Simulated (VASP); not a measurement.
# WS in VASP: notebook

WS is run at these levels: PBE; tasks: single point.

Everything below comes from runs of VASP 6.6.1. Logs are shortened: lines on timing, memory, paths and dates and some standing lists are left out, and cuts for length are marked.

## (1) The cell of the first run

Symmetry: Pm-3m, No. 221, cubic system. Conventional cell: a = 3.490 Å, b = 3.490 Å, c = 3.490 Å, α = 90.00°, β = 90.00°, γ = 90.00°. W (site symmetry m-3m) has 8 S at 3.02 Å and 6 W at 3.49 Å within 4.0 Å. Within 4.0 Å of S (site symmetry m-3m) lie 8 W at 3.02 Å and 6 S at 3.49 Å.

## (2) Single point, PBE (volume scaled by 1.04)

Input file INCAR:

```
SYSTEM = WS
  PREC = Accurate
  ENCUT = 520
  EDIFF = 1E-6
  ISMEAR = -1
  SIGMA = 0.05
  LREAL = .FALSE.
  LASPH = .TRUE.
  NELM = 100
  ALGO = Normal
  ISIF = 2
  LWAVE = .FALSE.
  LCHARG = .FALSE.
  GGA = PE
  NBANDS = 17
```

Input file KPOINTS:

```
Automatic mesh
0
G
  8 8 8
  0 0 0
```

Input file POSCAR:

```
WS
1.0
    3.4901806322      0.0000000000      0.0000000000
    0.0000000000      3.4901806322      0.0000000000
    0.0000000000      0.0000000000      3.4901806322
W S
1 1
Direct
    0.5000000000      0.5000000000      0.5000000000
    0.0000000000      0.0000000000      0.0000000000
```

Potentials or basis: VASP PAW PBE potentials, release 64 (W_sv, S).

Launch:

```
> cat potpaw_PBE.64/W_sv/POTCAR potpaw_PBE.64/S/POTCAR > POTCAR
> mpirun -np 1 vasp_std > vasp.out
```

OUTCAR:

```text
SYSTEM = WS
   PREC = Accurate
   ENCUT = 520
   EDIFF = 1E-6
   ISMEAR = -1
   LREAL = .FALSE.
   LASPH = .TRUE.
   NELM = 100
   ISIF = 2
   GGA = PE

 ion  position               nearest neighbor table
   1  0.500  0.500  0.500-   2 3.02   2 3.02   2 3.02   2 3.02   2 3.02   2 3.02   2 3.02   2 3.02

   2  0.000  0.000  0.000-   1 3.02   1 3.02   1 3.02   1 3.02   1 3.02   1 3.02   1 3.02   1 3.02

  LATTYP: Found a simple cubic cell.
 ALAT       =     3.4901806322

  Lattice vectors:

 A1 = (   3.4901806322,   0.0000000000,   0.0000000000)
 A2 = (   0.0000000000,   3.4901806322,   0.0000000000)
 A3 = (   0.0000000000,   0.0000000000,   3.4901806322)

Analysis of symmetry for initial positions (statically):
=====================================================================
 Subroutine PRICEL returns:
 Original cell was already a primitive cell.

 Routine SETGRP: Setting up the symmetry group for a
 simple cubic supercell.

 Subroutine GETGRP returns: Found 48 space group operations
 (whereof 48 operations were pure point group operations)
 out of a pool of 48 trial point group operations.

The static configuration has the point symmetry O_h .

Analysis of symmetry for dynamics (positions and initial velocities):
=====================================================================
 Subroutine PRICEL returns:
 Original cell was already a primitive cell.

 Routine SETGRP: Setting up the symmetry group for a
 simple cubic supercell.

 Subroutine GETGRP returns: Found 48 space group operations
 (whereof 48 operations were pure point group operations)
 out of a pool of 48 trial point group operations.

The dynamic configuration has the point symmetry O_h .

 Subroutine INISYM returns: Found 48 space group operations
 (whereof 48 operations are pure point group operations),
 and found     1 'primitive' translations

----------------------------------------------------------------------------------------

                                     Primitive cell

  volume of cell :      42.5151

  direct lattice vectors                    reciprocal lattice vectors
     3.490180632  0.000000000  0.000000000     0.286518122  0.000000000  0.000000000
     0.000000000  3.490180632  0.000000000     0.000000000  0.286518122  0.000000000
     0.000000000  0.000000000  3.490180632     0.000000000  0.000000000  0.286518122

  length of vectors
     3.490180632  3.490180632  3.490180632     0.286518122  0.286518122  0.286518122

  position of ions in fractional coordinates (direct lattice)
     0.500000000  0.500000000  0.500000000
     0.000000000  0.000000000  0.000000000

  ion indices of the primitive-cell ions
   primitive index   ion index
                 1           1
                 2           2

----------------------------------------------------------------------------------------

 KPOINTS: Automatic mesh

Automatic generation of k-mesh.
 Grid dimensions read from file:
 generate k-points for:    8    8    8

 Generating k-lattice:

  Cartesian coordinates                     Fractional coordinates (reciprocal lattice)
     0.035814765  0.000000000  0.000000000     0.125000000  0.000000000  0.000000000
     0.000000000  0.035814765  0.000000000     0.000000000  0.125000000  0.000000000
     0.000000000  0.000000000  0.035814765     0.000000000  0.000000000  0.125000000

  Length of vectors
     0.035814765  0.035814765  0.035814765

  Shift w.r.t. Gamma in fractional coordinates (k-lattice)
     0.000000000  0.000000000  0.000000000

 Subroutine IBZKPT returns following result:
 ===========================================

 Found     35 irreducible k-points:

 Following reciprocal coordinates:
            Coordinates               Weight
  0.000000  0.000000  0.000000      1.000000
  0.125000  0.000000  0.000000      6.000000
  0.250000  0.000000  0.000000      6.000000
  0.375000  0.000000  0.000000      6.000000
  0.500000  0.000000  0.000000      3.000000
  0.125000  0.125000  0.000000     12.000000
[... 16 lines left out ...]
  0.375000  0.375000  0.125000     24.000000
  0.500000  0.375000  0.125000     24.000000
 [... further k-points ...]
   k-points           NKPTS =     35   k-points in BZ     NKDIM =     35   number of bands    NBANDS=     17
   number of dos      NEDOS =    301   number of ions     NIONS =      2
   total plane-waves  NPLWV =  21952
   dimension x,y,z NGX =    28 NGY =   28 NGZ =   28
   dimension x,y,z NGXF=    56 NGYF=   56 NGZF=   56
   ions per type =               1   1
   NGX,Y,Z   is equivalent  to a cutoff of  13.34, 13.34, 13.34 a.u.
   NGXF,Y,Z  is equivalent  to a cutoff of  26.67, 26.67, 26.67 a.u.
 SYSTEM =  WS
   PREC   = accura    normal or accurate (medium, high low for compatibility)
   ISTART =      0    job   : 0-new  1-cont  2-samecut
   ICHARG =      2    charge: 1-file 2-atom 10-const
   ISPIN  =      1    spin polarized calculation?
   LNONCOLLINEAR =      F non collinear calculations
   LSORBIT =      F    spin-orbit coupling
   LASPH  =      T    aspherical Exc in radial PAW
   ENCUT  =  520.0 eV  38.22 Ry    6.18 a.u.   6.49  6.49  6.49*2*pi/ulx,y,z
   NELM   =    100;   NELMIN=  2; NELMDL= -5     # of ELM steps
   EDIFF  = 0.1E-05   stopping-criterion for ELM
   LREAL  =      F    real-space projection
   EDIFFG = 0.1E-04   stopping-criterion for IOM
   NSW    =      0    number of steps for IOM
   IBRION =     -1    ionic relax: 0-MD 1-quasi-New 2-CG
   NFREE  =      0    steps in history (QN), initial steepest desc. (CG)
   ISIF   =      2    stress and relaxation
   ISYM   =      2    0-nonsym 1-usesym 2-fastsym
   POTIM  = 0.5000    time-step for ionic-motion
   TEBEG  =    0.0;   TEEND  =   0.0 temperature during run
   PSTRESS=    0.0 pullay stress
   NELECT =      20.0000    total number of electrons
   NUPDOWN=      -1.0000    fix difference up-down
   EMIN   =  10.00;   EMAX   =-10.00  energy-range for DOS
   EFERMI =   0.00;   METHOD = LEGACY
   ISMEAR =    -1;   SIGMA  =   0.05  broadening in eV -4-tet -1-fermi 0-gaus
   EFERMI_NEDOS =   21; number of points for ismear=-14 and -15
   IALGO  =     38    algorithm
   IMIX   =      4    mixing-type and parameters
     AMIX     =   0.40;   BMIX     =  1.00
     AMIX_MAG =   1.60;   BMIX_MAG =  1.00
  volume/ion in A,a.u.               =      21.26       143.45
  Fermi-wavevector in a.u.,A,eV,Ry     =   1.273220  2.406038 22.056271  1.621090
  Thomas-Fermi vector in A             =   2.406056
   LORBIT       =      0    0 simple, 1 ext, 2 COOP (PROOUT), +10 PAW based schemes
   GGA     = PE    functional components
   LHFCALC =     F    Hartree Fock is set to
   AEXX    =    0.0000 exact exchange contribution
   IVDW    =     0    specifies the selected vdW correction
   LEPSILON=     F    determine dielectric tensor
   LRPA    =     F    only Hartree local field effects (RPA)
 non-spin polarized calculation
  energy-cutoff  :      520.00
  volume of cell :       42.52
 maximum number of plane-waves:      1189
 NGX is ok and might be reduce to    28
   NGX = 13   NGY = 13   NGZ = 13

 number of electron      19.9999999 magnetization

 Free energy of the ion-electron system (eV)
  ---------------------------------------------------
  ext. energy  EPLUGINS =         0.00000000
  ---------------------------------------------------
  free energy    TOTEN  =       -13.95128019 eV

  energy without entropy =      -13.91984720  energy(sigma->0) =      -13.93556370

 E-fermi :   6.5919     XC(G=0): -10.9524

 val. band max:        6.5883634131   @ k =   0.5000   0.3750   0.2500
 cond. band min:       6.6297693120   @ k =   0.3750   0.2500   0.0000
 fundamental gap:      0.0414058989
 Fermi energy:         6.5919438627

 k-point     1 :       0.0000    0.0000    0.0000
  band No.  band energies     occupation
      1     -68.3240      2.00000
      2     -32.3738      2.00000
      3     -32.3738      2.00000
      4     -32.3738      2.00000
      5      -7.6338      2.00000
      6       4.3064      2.00000
[... 9 lines left out ...]
     16      15.1074      0.00000
     17      19.3651      0.00000

 k-point     2 :       0.1250    0.0000    0.0000
  band No.  band energies     occupation
      1     -68.3237      2.00000
      2     -32.3838      2.00000
      3     -32.3730      2.00000
      4     -32.3730      2.00000
      5      -7.5229      2.00000
      6       2.8152      2.00000
[... 9 lines left out ...]
     16      15.3315      0.00000
     17      17.8039      0.00000

 k-point     3 :       0.2500    0.0000    0.0000
  band No.  band energies     occupation
      1     -68.3230      2.00000
      2     -32.4079      2.00000
      3     -32.3710      2.00000
      4     -32.3710      2.00000
      5      -7.2300      2.00000
      6       1.2332      2.00000
[... 9 lines left out ...]
     16      14.8346      0.00000
     17      15.9463      0.00000

 k-point     4 :       0.3750    0.0000    0.0000
  band No.  band energies     occupation
      1     -68.3224      2.00000
      2     -32.4319      2.00000
      3     -32.3690      2.00000
      4     -32.3690      2.00000
      5      -6.8896      2.00000
      6       0.0720      2.00000
[... 9 lines left out ...]
     16      12.8853      0.00000
     17      14.5734      0.00000

 k-point     5 :       0.5000    0.0000    0.0000
  band No.  band energies     occupation
      1     -68.3221      2.00000
      2     -32.4418      2.00000
      3     -32.3682      2.00000
      4     -32.3682      2.00000
      5      -6.7291      2.00000
      6      -0.3679      2.00000
[... 9 lines left out ...]
     16      12.5651      0.00000
     17      14.0371      0.00000

 k-point     6 :       0.1250    0.1250    0.0000
  band No.  band energies     occupation
      1     -68.3234      2.00000
      2     -32.3832      2.00000
      3     -32.3827      2.00000
      4     -32.3722      2.00000
      5      -7.4183      2.00000
      6       2.5964      2.00000
[... 9 lines left out ...]
     16      15.2924      0.00000
     17      16.2183      0.00000

 k-point     7 :       0.2500    0.1250    0.0000
  band No.  band energies     occupation
      1     -68.3228      2.00000
      2     -32.4070      2.00000
      3     -32.3809      2.00000
      4     -32.3702      2.00000
      5      -7.1440      2.00000
      6       1.3206      2.00000
[... 9 lines left out ...]
     16      14.2110      0.00000
     17      15.7717      0.00000

 k-point     8 :       0.3750    0.1250    0.0000
  band No.  band energies     occupation
      1     -68.3222      2.00000
      2     -32.4308      2.00000
      3     -32.3788      2.00000
      4     -32.3682      2.00000
      5      -6.8286      2.00000
      6       0.2479      2.00000
[... 9 lines left out ...]
     16      13.4090      0.00000
     17      14.9433      0.00000
[... 203 lines left out ...]
      1     -68.3216      2.00000
      2     -32.4396      2.00000
      3     -32.3774      2.00000
      4     -32.3770      2.00000
      5      -6.6295      2.00000
      6       0.0293      2.00000
[... 9 lines left out ...]
     16      13.6638      0.00000
     17      13.7629      0.00000

 k-point    20 :       0.2500    0.2500    0.1250
  band No.  band energies     occupation
      1     -68.3219      2.00000
      2     -32.4042      2.00000
      3     -32.4032      2.00000
      4     -32.3780      2.00000
      5      -6.8455      2.00000
      6       1.4833      2.00000
[... 9 lines left out ...]
     16      15.1791      0.00000
     17      15.3582      0.00000

 k-point    21 :       0.3750    0.2500    0.1250
  band No.  band energies     occupation
      1     -68.3213      2.00000
      2     -32.4273      2.00000
      3     -32.4015      2.00000
      4     -32.3760      2.00000
      5      -6.6061      2.00000
      6       0.8683      2.00000
[... 9 lines left out ...]
     16      14.3618      0.00000
     17      15.1495      0.00000

 k-point    22 :       0.5000    0.2500    0.1250
  band No.  band energies     occupation
      1     -68.3210      2.00000
      2     -32.4371      2.00000
      3     -32.4006      2.00000
      4     -32.3752      2.00000
      5      -6.4979      2.00000
      6       0.5550      2.00000
[... 9 lines left out ...]
     16      13.8681      0.00000
     17      15.0787      0.00000

 k-point    23 :       0.3750    0.3750    0.1250
  band No.  band energies     occupation
      1     -68.3206      2.00000
      2     -32.4251      2.00000
      3     -32.4246      2.00000
      4     -32.3741      2.00000
      5      -6.4329      2.00000
      6       1.2912      2.00000
[... 9 lines left out ...]
     16      14.1593      0.00000
     17      16.1062      0.00000

 k-point    24 :       0.5000    0.3750    0.1250
  band No.  band energies     occupation
      1     -68.3204      2.00000
      2     -32.4345      2.00000
      3     -32.4238      2.00000
      4     -32.3732      2.00000
      5      -6.3564      2.00000
      6       1.2411      2.00000
[... 9 lines left out ...]
     16      13.8123      0.00000
     17      16.4093      0.00000

 [... further k-points ...]
[... 5 lines left out ...]
  --------------------------------------------------------------------------------------
  -------------------------------------------------------------------------------------
  Total       -9.3189638     -9.3189638     -9.3189638     -0.0000000     -0.0000000      0.0000000
  in kB     -351.1838166   -351.1838166   -351.1838166     -0.0000000     -0.0000000      0.0000000
  external PRESSURE =    -351.1838166 kB  Pullay stress =       0.0000000 kB

 VOLUME and BASIS-vectors are now :
 -----------------------------------------------------------------------------
  energy-cutoff  :      520.00
  volume of cell :       42.52
      direct lattice vectors                 reciprocal lattice vectors
     3.490180632  0.000000000  0.000000000     0.286518122  0.000000000  0.000000000
     0.000000000  3.490180632  0.000000000     0.000000000  0.286518122  0.000000000
     0.000000000  0.000000000  3.490180632     0.000000000  0.000000000  0.286518122

 POSITION                                       TOTAL-FORCE (eV/Angst)
 -----------------------------------------------------------------------------------
      1.74509      1.74509      1.74509         0.000000      0.000000      0.000000
      0.00000      0.00000      0.00000         0.000000      0.000000      0.000000
 -----------------------------------------------------------------------------------
    total drift:                                0.000000      0.000000      0.000000

  FREE ENERGIE OF THE ION-ELECTRON SYSTEM (eV)
  ---------------------------------------------------
  free  energy   TOTEN  =       -13.9512801940 eV

  energy  without entropy=      -13.9198472001  energy(sigma->0) =      -13.93556370
```

Wall time 8.9 s (1 thread of Intel Xeon 6975P-C (Granite Rapids), shared host); peak memory 0.16 GiB.

Results:

- Free energy: -13.9513 eV
- Pressure: -35.1 GPa
- Band gap on the k mesh: zero (band 10 reaches 8.36 eV, above the bottom of band 11 at 5.50 eV)

Levels at points of the mesh, in eV from the Fermi level:
```csv
k point,band 6,band 7,band 8,band 9,band 10,band 11,band 12,band 13,band 14,band 15
"(0.00, 0.00, 0.00)",-2.29,-2.29,-2.27,-2.27,-2.27,-1.09,0.64,0.64,0.64,8.52
"(0.50, 0.00, 0.00)",-6.96,-3.04,-3.04,-1.71,0.87,1.24,2.14,2.14,3.37,4.61
"(0.50, 0.50, 0.00)",-4.86,-4.86,-2.67,-1.44,-0.42,-0.42,-0.35,1.70,2.59,7.61
"(0.50, 0.50, 0.50)",-5.45,-5.45,-5.45,1.77,1.77,2.41,2.41,2.41,2.63,2.63
```

Caveat: spin-orbit coupling is left out, which moves the levels of the heavy elements.

## (3) Single point, PBE (volume scaled by 1.06)

Input file INCAR:

```
SYSTEM = WS
ALGO     = Normal         ! electronic algorithm
EDIFF    = 1E-6           ! SCF threshold, eV
ENCUT    = 520            ! plane-wave cutoff, eV
GGA      = PE             ! functional
ISIF     = 2              ! what is computed and relaxed
ISMEAR   = -1             ! smearing method
LASPH    = .True.         ! aspherical terms in the spheres
LCHARG   = .False.        ! write CHGCAR
LREAL    = .False.        ! projectors in reciprocal space
LWAVE    = .False.        ! write WAVECAR
NBANDS   = 17             ! bands
NELM     = 60             ! most SCF steps
PREC     = Accurate       ! precision mode
SIGMA    = 0.05           ! smearing width, eV
```

Input file KPOINTS:

```
k-points
0
Gamma
  8 8 8
  0 0 0
```

Input file POSCAR:

```
WS
1.0
    3.5124116815      0.0000000000      0.0000000000
    0.0000000000      3.5124116815      0.0000000000
    0.0000000000      0.0000000000      3.5124116815
W S
1 1
Direct
    0.5000000000      0.5000000000      0.5000000000
    0.0000000000      0.0000000000      0.0000000000
```

Potentials or basis: VASP PAW PBE potentials, release 64 (W_sv, S).

Launch:

```
> cat potpaw_PBE.64/W_sv/POTCAR potpaw_PBE.64/S/POTCAR > POTCAR
> mpirun -np 1 vasp_std > vasp.out
```

It took 9.4 s on 1 thread of Intel Xeon 6975P-C (Granite Rapids), shared host; peak memory 0.16 GiB.

The run converged. Its results:

- Free energy: -13.7731 eV
- Pressure: -34.8 GPa
- Band gap on the k mesh: zero (band 10 reaches 8.08 eV, above the bottom of band 11 at 5.20 eV)

Levels at points of the mesh, in eV from the Fermi level:
| k point | band 6 | band 7 | band 8 | band 9 | band 10 | band 11 | band 12 | band 13 | band 14 | band 15 |
| --- | --- | --- | --- | --- | --- | --- | --- | --- | --- | --- |
| (0.00, 0.00, 0.00) | -2.22 | -2.22 | -2.22 | -2.21 | -2.21 | -1.16 | 0.62 | 0.62 | 0.62 | 8.49 |
| (0.50, 0.00, 0.00) | -6.82 | -2.97 | -2.97 | -1.66 | 0.85 | 1.20 | 2.07 | 2.07 | 3.31 | 4.47 |
| (0.50, 0.50, 0.00) | -4.76 | -4.76 | -2.60 | -1.41 | -0.40 | -0.40 | -0.36 | 1.65 | 2.51 | 7.50 |
| (0.50, 0.50, 0.50) | -5.32 | -5.32 | -5.32 | 1.71 | 1.71 | 2.43 | 2.43 | 2.43 | 2.55 | 2.55 |

Caveat: spin-orbit coupling is left out, which moves the levels of the heavy elements.

(Continued in part 2 of 2.)
